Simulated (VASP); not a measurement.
The system is MgI2.

```
I Mg
1.0
     4.14000    0.00000    0.00000
    -2.07000    3.58535    0.00000
     0.00000    0.00000    6.88000
I Mg
2 1
Direct
  0.66667 0.33333 0.75000
  0.33333 0.66667 0.25000
  0.00000 0.00000 0.00000
```

```yaml
Program: VASP 6.6.1
Task: relaxation of cell and atoms
Functional: RPBE
Potentials_or_basis: VASP PAW PBE potentials, release 64 (I, Mg)
Cutoff: 600 eV
k_mesh: 8 × 8 × 4
Occupations: fermi-dirac, width 0.05 eV
Spin: no spin polarisation
```

At the start: pressure 2.0 GPa; volume 34.04 Å³/atom.

Task: Where does the relaxation end?

Result: Over 37 steps the energy falls by 58.0 meV/atom and the volume is 45.28 Å³/atom (+33.0 %); space group P-3m1 (No. 164, to 0.05 Å).

Step by step:
```csv
step,energy change (eV),largest force (eV/Å),pressure (GPa),volume (Å³)
1,0.0000,0.2312,1.97,102.12
2,-0.0511,0.3966,0.32,108.42
3,-0.0556,0.4627,-0.29,111.32
4,-0.0769,0.3593,-0.20,112.32
5,-0.1077,0.0527,0.11,115.35
6,-0.1257,0.0517,0.12,116.78
7,-0.1559,0.0526,0.25,120.83
8,-0.1597,0.0575,0.35,122.69
9,-0.1634,0.1781,-0.45,129.89
10,-0.1650,0.1353,-0.18,127.28
11,-0.1699,0.0145,-0.08,129.73
12,-0.1699,0.0131,-0.07,129.75
13,-0.1708,0.0267,0.15,129.19
14,-0.1709,0.0232,0.13,129.25
15,-0.1717,0.0101,0.07,129.99
16,-0.1719,0.0288,0.04,130.41
17,-0.1719,0.0313,0.04,130.47
18,-0.1722,0.0357,-0.01,131.07
19,-0.1724,0.0439,-0.11,132.40
20,-0.1725,0.0391,-0.10,132.50
21,-0.1728,0.0247,-0.08,132.81
22,-0.1730,0.0039,-0.03,133.43
23,-0.1731,0.0053,-0.01,133.37
24,-0.1733,0.0103,0.05,133.22
25,-0.1734,0.0114,0.07,133.17
26,-0.1735,0.0020,0.04,133.44
27,-0.1735,0.0117,0.02,133.63
28,-0.1735,0.0134,0.01,133.67
29,-0.1735,0.0172,0.00,133.74
30,-0.1735,0.0167,0.00,133.85
31,-0.1736,0.0178,-0.01,134.18
32,-0.1737,0.0185,-0.04,134.84
33,-0.1737,0.0198,-0.09,136.18
34,-0.1737,0.0187,-0.07,135.57
35,-0.1737,0.0171,-0.06,135.60
36,-0.1738,0.0109,-0.04,135.67
37,-0.1739,0.0018,-0.01,135.83
```

Final structure:
```xyz
3
Lattice="4.2808 0.0000 0.0000 -2.1404 3.7073 0.0000 0.0000 0.0000 8.5588" Properties=species:S:1:pos:R:3 pbc="T T T"
I     2.1404    1.2358    6.8839
I     0.0000    2.4715    1.6749
Mg    4.2808    0.0000    0.0000
```

Caveat: the volume moved by over 15 % at a fixed basis, so the end points are rough; the PAW data sets were made with another functional, which shifts forces and pressure a little; this functional lacks dispersion, which binds the layers, so the pressure and a relaxed spacing across them are unreliable; the volume moved by +33 % from the deposited cell, more than functionals usually miss.
